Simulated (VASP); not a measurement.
# CdF2 (Fm-3m) in VASP: notebook

CdF2 is run at these levels: PBEsol+D4, PBEsol, r2SCAN; tasks: relaxation of cell and atoms, single point.

Program: VASP 6.6.1. These are calculated values, not measurements. Logs are shortened: lines on timing, memory, paths and dates and some standing lists are left out, and cuts for length are marked.

## 1. The cell of the first run

Symmetry: Fm-3m, No. 225, cubic system. The conventional cell has a = 5.388 Å, b = 5.388 Å, c = 5.388 Å, α = 90.00°, β = 90.00°, γ = 90.00°. Within 3.1 Å of Cd (site symmetry m-3m) lie 8 F at 2.33 Å. F (site symmetry -43m) has 4 Cd at 2.33 Å and 6 F at 2.69 Å within 3.1 Å.

## 2. Relaxation of cell and atoms, PBEsol+D4

INCAR reads:

```
SYSTEM = CdF2
ALGO = Normal ; EDIFF = 1E-6
EDIFFG = -0.01 ; ENCUT = 600
GGA = PS ; IBRION = 2
ISIF = 3 ; ISMEAR = -1
IVDW = 13 ; LASPH = .True.
LCHARG = .False. ; LREAL = .False.
LWAVE = .False. ; NELM = 60
NSW = 60 ; PREC = Accurate
SIGMA = 0.05
```

KPOINTS reads:

```
k-points
0
Gamma
  9 9 9
  0 0 0
```

POSCAR reads:

```
CdF2
1.0
    0.0000000000      2.6940000000      2.6940000000
    2.6940000000      0.0000000000      2.6940000000
    2.6940000000      2.6940000000      0.0000000000
Cd F
1 2
Direct
    0.0000000000      0.0000000000      0.0000000000
    0.7500000000      0.7500000000      0.7500000000
    0.2500000000      0.2500000000      0.2500000000
```

Potentials or basis: VASP PAW PBE potentials, release 64 (Cd, F).

Run with:

```console
$ cat potpaw_PBE.64/Cd/POTCAR potpaw_PBE.64/F/POTCAR > POTCAR
$ mpirun -np 1 vasp_std > vasp.out
```

OUTCAR:

```text
SYSTEM = CdF2
   EDIFF = 1E-6
   EDIFFG = -0.01
   ENCUT = 600
   GGA = PS
   IBRION = 2
   ISIF = 3
   ISMEAR = -1
   IVDW = 13
   LASPH = .True.
   LREAL = .False.
   NELM = 60
   NSW = 60
   PREC = Accurate

 ion  position               nearest neighbor table
   1  0.000  0.000  0.000-   2 2.33   2 2.33   2 2.33   2 2.33   3 2.33   3 2.33   3 2.33   3 2.33

   2  0.750  0.750  0.750-   1 2.33   1 2.33   1 2.33   1 2.33
   3  0.250  0.250  0.250-   1 2.33   1 2.33   1 2.33   1 2.33

  LATTYP: Found a face centered cubic cell.
 ALAT       =     5.3880000000

  Lattice vectors:

 A1 = (   0.0000000000,   2.6940000000,   2.6940000000)
 A2 = (   2.6940000000,   0.0000000000,   2.6940000000)
 A3 = (   2.6940000000,   2.6940000000,   0.0000000000)

Analysis of symmetry for initial positions (statically):
=====================================================================
 Subroutine PRICEL returns:
 Original cell was already a primitive cell.

 Routine SETGRP: Setting up the symmetry group for a
 face centered cubic supercell.

 Subroutine GETGRP returns: Found 48 space group operations
[... 9 lines left out ...]

 Routine SETGRP: Setting up the symmetry group for a
 face centered cubic supercell.

 Subroutine GETGRP returns: Found 48 space group operations
[... 11 lines left out ...]
                                     Primitive cell

  volume of cell :      39.1041

  direct lattice vectors                    reciprocal lattice vectors
     0.000000000  2.694000000  2.694000000    -0.185597624  0.185597624  0.185597624
     2.694000000  0.000000000  2.694000000     0.185597624 -0.185597624  0.185597624
     2.694000000  2.694000000  0.000000000     0.185597624  0.185597624 -0.185597624

  length of vectors
     3.809891337  3.809891337  3.809891337     0.321464515  0.321464515  0.321464515

  position of ions in fractional coordinates (direct lattice)
     0.000000000  0.000000000  0.000000000
     0.750000000  0.750000000  0.750000000
     0.250000000  0.250000000  0.250000000

  ion indices of the primitive-cell ions
   primitive index   ion index
                 1           1
                 2           2
                 3           3

----------------------------------------------------------------------------------------

 KPOINTS: k-points

Automatic generation of k-mesh.
 Grid dimensions read from file:
 generate k-points for:    9    9    9

 Generating k-lattice:

  Cartesian coordinates                     Fractional coordinates (reciprocal lattice)
    -0.020621958  0.020621958  0.020621958     0.111111111  0.000000000  0.000000000
     0.020621958 -0.020621958  0.020621958     0.000000000  0.111111111  0.000000000
     0.020621958  0.020621958 -0.020621958     0.000000000  0.000000000  0.111111111

  Length of vectors
     0.035718279  0.035718279  0.035718279

  Shift w.r.t. Gamma in fractional coordinates (k-lattice)
     0.000000000  0.000000000  0.000000000

 Subroutine IBZKPT returns following result:
 ===========================================

 Found     35 irreducible k-points:

 Following reciprocal coordinates:
            Coordinates               Weight
  0.000000  0.000000  0.000000      1.000000
  0.111111  0.000000  0.000000      8.000000
  0.222222  0.000000  0.000000      8.000000
  0.333333  0.000000  0.000000      8.000000
  0.444444  0.000000  0.000000      8.000000
  0.111111  0.111111  0.000000      6.000000
[... 16 lines left out ...]
 -0.333333  0.333333  0.000000     12.000000
  0.444444  0.444444  0.000000      6.000000
 [... further k-points ...]
   k-points           NKPTS =     35   k-points in BZ     NKDIM =     35   number of bands    NBANDS=     17
   number of dos      NEDOS =    301   number of ions     NIONS =      3
   total plane-waves  NPLWV =  27000
   dimension x,y,z NGX =    30 NGY =   30 NGZ =   30
   dimension x,y,z NGXF=    60 NGYF=   60 NGZF=   60
   ions per type =               1   2
   NGX,Y,Z   is equivalent  to a cutoff of  13.09, 13.09, 13.09 a.u.
   NGXF,Y,Z  is equivalent  to a cutoff of  26.18, 26.18, 26.18 a.u.
 SYSTEM =  CdF2
   PREC   = accura    normal or accurate (medium, high low for compatibility)
   ISTART =      0    job   : 0-new  1-cont  2-samecut
   ICHARG =      2    charge: 1-file 2-atom 10-const
   ISPIN  =      1    spin polarized calculation?
   LNONCOLLINEAR =      F non collinear calculations
   LSORBIT =      F    spin-orbit coupling
   LASPH  =      T    aspherical Exc in radial PAW
   ENCUT  =  600.0 eV  44.10 Ry    6.64 a.u.   7.61  7.61  7.61*2*pi/ulx,y,z
   NELM   =     60;   NELMIN=  2; NELMDL= -5     # of ELM steps
   EDIFF  = 0.1E-05   stopping-criterion for ELM
   LREAL  =      F    real-space projection
   EDIFFG = -.1E-01   stopping-criterion for IOM
   NSW    =     60    number of steps for IOM
   IBRION =      2    ionic relax: 0-MD 1-quasi-New 2-CG
   NFREE  =      1    steps in history (QN), initial steepest desc. (CG)
   ISIF   =      3    stress and relaxation
   ISYM   =      2    0-nonsym 1-usesym 2-fastsym
   POTIM  = 0.5000    time-step for ionic-motion
   TEBEG  =    0.0;   TEEND  =   0.0 temperature during run
   PSTRESS=    0.0 pullay stress
   NELECT =      26.0000    total number of electrons
   NUPDOWN=      -1.0000    fix difference up-down
   EMIN   =  10.00;   EMAX   =-10.00  energy-range for DOS
   EFERMI =   0.00;   METHOD = LEGACY
   ISMEAR =    -1;   SIGMA  =   0.05  broadening in eV -4-tet -1-fermi 0-gaus
   EFERMI_NEDOS =   21; number of points for ismear=-14 and -15
   IALGO  =     38    algorithm
   IMIX   =      4    mixing-type and parameters
     AMIX     =   0.40;   BMIX     =  1.00
     AMIX_MAG =   1.60;   BMIX_MAG =  1.00
  volume/ion in A,a.u.               =      13.03        87.96
  Fermi-wavevector in a.u.,A,eV,Ry     =   1.428867  2.700166 27.778468  2.041660
  Thomas-Fermi vector in A             =   2.548882
   LORBIT       =      0    0 simple, 1 ext, 2 COOP (PROOUT), +10 PAW based schemes
   GGA     = PS    functional components
   LHFCALC =     F    Hartree Fock is set to
   AEXX    =    0.0000 exact exchange contribution
   IVDW    =    13    specifies the selected vdW correction
   LEPSILON=     F    determine dielectric tensor
   LRPA    =     F    only Hartree local field effects (RPA)
 conjugate gradient relaxation of ions
 non-spin polarized calculation
  energy-cutoff  :      600.00
  volume of cell :       39.10
 maximum number of plane-waves:      1324
   NGX = 15   NGY = 15   NGZ = 15

--------------------------------------- Ionic step        1  -------------------------------------------

 number of electron      25.9999977 magnetization

 Free energy of the ion-electron system (eV)
  ---------------------------------------------------
  ext. energy  EPLUGINS =         0.00000000
  ---------------------------------------------------
  free energy    TOTEN  =       -11.59689357 eV

  energy without entropy =      -11.59689357  energy(sigma->0) =      -11.59689357

------------------------ aborting loop because EDIFF is reached ----------------------------------------

  DFT-D4 for vdW energy calculation

  Edisp (eV):   -0.30076

  FORCE on cell =-STRESS in cart. coord.  units (eV):
  Direction    XX          YY          ZZ          XY          YZ          ZX
  --------------------------------------------------------------------------------------
  -------------------------------------------------------------------------------------
  Total      -0.19019    -0.19019    -0.19019     0.00000     0.00000     0.00000
  in kB      -7.79254    -7.79254    -7.79254     0.00000     0.00000     0.00000
  external pressure =       -7.79 kB  Pullay stress =        0.00 kB
[... 63 lines left out ...]
  energy  without entropy=      -11.8983323939  energy(sigma->0) =      -11.89833239

--------------------------------------- Ionic step        3  -------------------------------------------

 number of electron      25.9999979 magnetization

 Free energy of the ion-electron system (eV)
  ---------------------------------------------------
  ext. energy  EPLUGINS =         0.00000000
  ---------------------------------------------------
  free energy    TOTEN  =       -11.59548639 eV

  energy without entropy =      -11.59548639  energy(sigma->0) =      -11.59548639

 E-fermi :  -0.2785     XC(G=0): -10.7491

 val. band max:       -1.4187512812   @ k =  -0.3333   0.4444   0.2222
 cond. band min:       1.5399133814   @ k =   0.0000   0.0000   0.0000
 fundamental gap:      2.9586646626
 Fermi energy:        -0.2785324938

 k-point     1 :       0.0000    0.0000    0.0000
  band No.  band energies     occupation
      1     -22.1490      2.00000
      2     -20.9915      2.00000
      3      -7.0423      2.00000
      4      -7.0423      2.00000
      5      -7.0423      2.00000
      6      -5.7569      2.00000
[... 9 lines left out ...]
     16      11.1466      0.00000
     17      11.1466      0.00000
[... 443 lines left out ...]
      1     -21.6734      2.00000
      2     -21.3708      2.00000
      3      -6.8089      2.00000
      4      -6.0942      2.00000
      5      -6.0942      2.00000
      6      -5.6381      2.00000
[... 9 lines left out ...]
     16      10.6494      0.00000
     17      12.7465      0.00000

 [... further k-points ...]

------------------------ aborting loop because EDIFF is reached ----------------------------------------

  DFT-D4 for vdW energy calculation

  Edisp (eV):   -0.30289

  FORCE on cell =-STRESS in cart. coord.  units (eV):
  Direction    XX          YY          ZZ          XY          YZ          ZX
  --------------------------------------------------------------------------------------
  -------------------------------------------------------------------------------------
  Total      -0.00112    -0.00112    -0.00112     0.00000     0.00000     0.00000
  in kB      -0.04630    -0.04630    -0.04630     0.00000     0.00000     0.00000
  external pressure =       -0.05 kB  Pullay stress =        0.00 kB
[... 18 lines left out ...]
  FREE ENERGIE OF THE ION-ELECTRON SYSTEM (eV)
  ---------------------------------------------------
  free  energy   TOTEN  =       -11.8983772789 eV

  energy  without entropy=      -11.8983772789  energy(sigma->0) =      -11.89837728

 reached required accuracy - stopping structural energy minimisation
```

Run time: 47 s. Hardware: 1 thread of Intel Xeon Platinum 8375C at 2.90GHz (Ice Lake), shared host; peak memory 0.19 GiB.

What came out:

| Quantity | Value |
| --- | --- |
| Free energy | -11.8984 eV |
| Relaxed volume | 12.94 Å³/atom |
| Relaxed cell | a = 3.801 Å, b = 3.801 Å, c = 3.801 Å, α = 60.00°, β = 60.00°, γ = 60.00° |
| Space group after relaxing (to 0.05 Å) | Fm-3m (No. 225) |
| Energy gained by relaxing | 0.2 meV/atom |
| Ionic steps | 3 |
| Pressure after relaxing | 0.0 GPa |
| Band gap on the k mesh | 2.96 eV, indirect (least direct gap 3.41 eV) |
| Dispersion energy per atom | -0.101 eV |

Step by step:
```
step  energy change (eV)  largest force (eV/Å)  pressure (GPa)  volume (Å³)
   1              0.0000                0.0000           -0.78        39.10
   2             -0.0007                0.0000            0.22        38.75
   3             -0.0007                0.0000            0.00        38.82
```

Final structure:
```cif
data_structure
_symmetry_space_group_name_H-M 'P 1'
_symmetry_Int_Tables_number 1
_cell_length_a 3.8005
_cell_length_b 3.8005
_cell_length_c 3.8005
_cell_angle_alpha 60.000
_cell_angle_beta 60.000
_cell_angle_gamma 60.000
_cell_volume 38.82
loop_
_atom_site_label
_atom_site_type_symbol
_atom_site_fract_x
_atom_site_fract_y
_atom_site_fract_z
_atom_site_occupancy
Cd1 Cd 0.00000 0.00000 0.00000 1
F1 F 0.75000 0.75000 0.75000 1
F2 F 0.25000 0.25000 0.25000 1
```

Levels at points of the mesh, in eV from the valence-band top:
```tsv
k point	band 9	band 10	band 11	band 12	band 13	band 14	band 15	band 16	band 17
(0.00, 0.00, 0.00)	-0.98	-0.98	-0.45	-0.45	-0.45	2.96	12.57	12.57	12.57
```

Caveat: the PAW data sets were made with another functional, which shifts forces and pressure a little. A hybrid or GW would open this gap; PBEsol tends to underestimate it.

## 3. Single point, PBEsol, non-collinear spin, zero start, spin-orbit coupling

INCAR reads:

```
SYSTEM = CdF2
  PREC = Accurate
  ENCUT = 520
  EDIFF = 1E-6
  ISMEAR = -1
  SIGMA = 0.05
  LREAL = .False.
  LASPH = .True.
  NELM = 150
  ALGO = Normal
  ISIF = 2
  LWAVE = .False.
  LCHARG = .True.
  MAGMOM = 0 0 0 0 0 0 0 0 0
  LORBIT = 11
  LSORBIT = .True.
  GGA_COMPAT = .False.
  LORBMOM = .True.
  GGA = PS
  LVHAR = .True.
  NBANDS = 39
```

KPOINTS reads:

```
Automatic mesh
0
Gamma
  9 9 9
  0 0 0
```

POSCAR is that of step 2.

Potentials or basis: VASP PAW PBE potentials, release 64 (Cd, F).

Run with:

```console
$ cat potpaw_PBE.64/Cd/POTCAR potpaw_PBE.64/F/POTCAR > POTCAR
$ mpirun -np 1 vasp_ncl > vasp.out
```

Run time: 3.1 min. Hardware: 1 thread of AMD EPYC 7R13, shared host; peak memory 0.25 GiB.

It converged, with:

| Property | Result |
| --- | --- |
| Free energy | -11.6166 eV |
| Pressure | 0.5 GPa |
| Net moment | 0.00 μB per cell |
| Valence electrons inside the program's atomic spheres | Cd 10.12; F 6.06 |

Moments on the atoms (μB; x, y, z):
```
Cd  0.00 0.00 0.00
F   0.00 0.00 0.00
F   0.00 0.00 0.00
```

Caveat: the PAW data sets were made with another functional, which shifts forces and pressure a little.

## 4. Single point, r2SCAN

This run uses another cell than the first one, of 12.25 Å³/atom, 0.940 times its volume.

POSCAR reads:

```
CdF2
1.0
    0.0000000000      2.6390049769      2.6390049769
    2.6390049769      0.0000000000      2.6390049769
    2.6390049769      2.6390049769      0.0000000000
Cd F
1 2
Direct
    0.0000000000      0.0000000000      0.0000000000
    0.7500000000      0.7500000000      0.7500000000
    0.2500000000      0.2500000000      0.2500000000
```

INCAR.step1 reads:

```
SYSTEM = CdF2
  PREC = Accurate
  ENCUT = 520
  ISMEAR = -1
  SIGMA = 0.05
  LREAL = .FALSE.
  LASPH = .TRUE.
  NELM = 60
  NBANDS = 20
  GGA = PE
  ALGO = Normal
  EDIFF = 1E-4
  LWAVE = .TRUE.
  LCHARG = .FALSE.
```

INCAR.step2 reads:

```
SYSTEM = CdF2
  PREC = Accurate
  ENCUT = 520
  EDIFF = 1E-6
  ISMEAR = -1
  SIGMA = 0.05
  LREAL = .FALSE.
  LASPH = .TRUE.
  NELM = 60
  ALGO = Normal
  ISIF = 2
  LWAVE = .FALSE.
  LCHARG = .TRUE.
  METAGGA = R2SCAN
  LMIXTAU = .TRUE.
  LELF = .TRUE.
  LVHAR = .TRUE.
  NBANDS = 20
  ISTART = 1
```

KPOINTS reads:

```
regular mesh
0
G
  9 9 9
  0 0 0
```

Run with:

```console
$ cat potpaw_PBE.64/Cd/POTCAR potpaw_PBE.64/F/POTCAR > POTCAR
$ cp INCAR.step1 INCAR
$ mpirun -np 1 vasp_std > vasp.out
$ cp INCAR.step2 INCAR
$ mpirun -np 1 vasp_std > vasp.out
```

Run time: 2.4 min. Hardware: 1 thread of AMD EPYC 7R43 (Zen 3), shared host; peak memory 0.14 GiB.

It converged, with:

```
Free energy            : -33.6403 eV
Pressure               : 9.6 GPa
Band gap on the k mesh : 4.00 eV, indirect (least direct gap 4.39 eV)
```

Levels at points of the mesh, in eV from the valence-band top:
| k point | band 11 | band 12 | band 13 | band 14 | band 15 | band 16 |
| --- | --- | --- | --- | --- | --- | --- |
| (0.00, 0.00, 0.00) | -0.38 | -0.38 | -0.38 | 4.00 | 13.94 | 13.94 |

Caveat: the PAW data sets were made with another functional, which shifts forces and pressure a little. A k mesh can miss the band edges.

## 5. Single point, r2SCAN

This run uses another cell than the first one, of 12.51 Å³/atom, 0.960 times its volume.

POSCAR reads:

```
CdF2
1.0
    0.0000000000      2.6575901313      2.6575901313
    2.6575901313      0.0000000000      2.6575901313
    2.6575901313      2.6575901313      0.0000000000
Cd F
1 2
Direct
    0.0000000000      0.0000000000      0.0000000000
    0.7500000000      0.7500000000      0.7500000000
    0.2500000000      0.2500000000      0.2500000000
```

INCAR.step1 reads:

```
ALGO = Normal
EDIFF = 1E-4
ENCUT = 520
GGA = PE
ISMEAR = -1
LASPH = T
LCHARG = F
LREAL = F
LWAVE = T
NBANDS = 20
NELM = 100
PREC = Accurate
SIGMA = 0.05
```

INCAR.step2 reads:

```
ALGO = Normal
EDIFF = 1E-6
ENCUT = 520
ISIF = 2
ISMEAR = -1
ISTART = 1
LASPH = T
LCHARG = F
LMIXTAU = T
LREAL = F
LWAVE = F
METAGGA = R2SCAN
NBANDS = 20
NELM = 100
PREC = Accurate
SIGMA = 0.05
```

KPOINTS reads:

```
k-points
0
Gamma
  9 9 9
```

Run with:

```console
$ cat potpaw_PBE.64/Cd/POTCAR potpaw_PBE.64/F/POTCAR > POTCAR
$ cp INCAR.step1 INCAR
$ mpirun -np 1 vasp_std > vasp.out
$ cp INCAR.step2 INCAR
$ mpirun -np 1 vasp_std > vasp.out
```

It took 2.7 min on 1 thread of AMD EPYC 7R43 (Zen 3), shared host; peak memory 0.14 GiB.

It converged, with:

```yaml
Free_energy: -33.6808 eV
Pressure: 6.4 GPa
Band_gap_on_the_k_mesh: 3.93 eV, indirect (least direct gap 4.34 eV)
```

Levels at points of the mesh, in eV from the valence-band top:
| k point | band 9 | band 10 | band 11 | band 12 | band 13 | band 14 | band 15 | band 16 | band 17 | band 18 |
| --- | --- | --- | --- | --- | --- | --- | --- | --- | --- | --- |
| (0.00, 0.00, 0.00) | -1.07 | -1.07 | -0.42 | -0.42 | -0.42 | 3.93 | 13.84 | 13.84 | 13.84 | 18.34 |

Caveat: the PAW data sets were made with another functional, which shifts forces and pressure a little.

## 6. Summary

```tsv
task	level	spin	cell	cutoff (eV)	gap on the mesh (eV)	pressure (GPa)
relaxation of cell and atoms	PBEsol+D4	off	relaxed from a = 3.810 Å, angles 60.0°, 3 atoms	600	2.96	0.0
single point	PBEsol	non-collinear, zero start, SOC	a = 3.810 Å, angles 60.0°, 3 atoms	520	-	0.5
single point	r2SCAN	off	a = 3.732 Å, angles 60.0°, 3 atoms	520	4.00	9.6
single point	r2SCAN	off	a = 3.758 Å, angles 60.0°, 3 atoms	520	3.93	6.4
```

Alike in all rows: potentials or basis VASP PAW PBE potentials, release 64 (Cd, F); k mesh 9 × 9 × 9; smearing fermi-dirac 0.05 eV.

Caveats: the PAW data sets were made with another functional, which shifts forces and pressure a little.

Absolute energies hang on the potentials; compare differences alone.
